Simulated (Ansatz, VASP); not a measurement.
CaO in VASP and in Ansatz

POSCAR

```
CaO
1.0
    0.0159836674      2.4135337777      2.4135337777
    2.4135337777      0.0159836674      2.4135337777
    2.4135337777      2.4135337777      0.0159836674
Ca O
1 1
Direct
    0.0000000000      0.0000000000      0.0000000000
    0.5000000000      0.5000000000      0.5000000000
```

File INCAR.step1:

```
SYSTEM = CaO
PREC = Accurate
ENCUT = 520
ISMEAR = 0
SIGMA = 0.01
LREAL = .FALSE.
LASPH = .TRUE.
NELM = 100
NBANDS = 15
GGA = PE
ALGO = Normal
EDIFF = 1E-4
LWAVE = .TRUE.
LCHARG = .FALSE.
```

The input INCAR.step2:

```
SYSTEM = CaO
PREC = Accurate
ENCUT = 520
EDIFF = 1E-6
ISMEAR = 0
SIGMA = 0.01
LREAL = .FALSE.
LASPH = .TRUE.
NELM = 100
ALGO = Normal
ISIF = 2
LWAVE = .FALSE.
LCHARG = .FALSE.
METAGGA = R2SCAN
LMIXTAU = .TRUE.
NBANDS = 15
ISTART = 1
```

KPOINTS

```
regular mesh
0
G
  10 10 10
  0 0 0
```

Input for Ansatz:

```yaml
crystal:
  lattice:
    - [0.0159836674, 2.4135337777, 2.4135337777]
    - [2.4135337777, 0.0159836674, 2.4135337777]
    - [2.4135337777, 2.4135337777, 0.0159836674]
  atoms:
    - { symbol: Ca, position: [0.0, 0.0, 0.0] }
    - { symbol: O, position: [0.5, 0.5, 0.5] }
kpoints:
  mp_grid: { grid: [10, 10, 10] }
  band_path:
    path:
      - [0.0, 0.0, 0.0]
      - [0.5, 0.0, 0.5]
      - [0.625, 0.25, 0.625]
      - [0.375, 0.375, 0.75]
      - [0.5, 0.5, 0.5]
      - [0.5, 0.25, 0.75]
      - [0.0, 0.5, 0.5]
    npoints: 1
hamiltonian:
  xc: r2scan
scf:
  occupations: { method: fixed }
  n_extra_bands: 4
output:
  forces: true
  stress: true
  eigenvalues: true
```

Change from the starting cell: shear_111 strain +1.0%.

Alike in both runs: task single point; functional r2SCAN; k mesh 10 × 10 × 10; no spin polarisation.

|  | VASP | Ansatz |
| --- | --- | --- |
| version | VASP 6.6.1 | Ansatz 0.2.0 |
| potentials or method | VASP PAW PBE potentials, release 64 (Ca_sv, O) | plane waves, PAW |
| plane-wave cutoff (eV) | 520 | 500 |
| occupations | gaussian, width 0.01 eV | fixed |
| valence electrons in the cell | 16 | 16 |

VASP gave:

* gap on the k mesh at the Fermi level (eV): 4.18
* pressure (GPa): -0.2
* traceless stress, the component that is largest in VASP (GPa): -0.53

Question: Which values does Ansatz return?

Answer: gap on the k mesh at the Fermi level (eV): 4.19; pressure (GPa): -1.2; traceless stress, the component that is largest in VASP (GPa): -0.53.

VASP's potentials were made for PBE, not for r2SCAN.
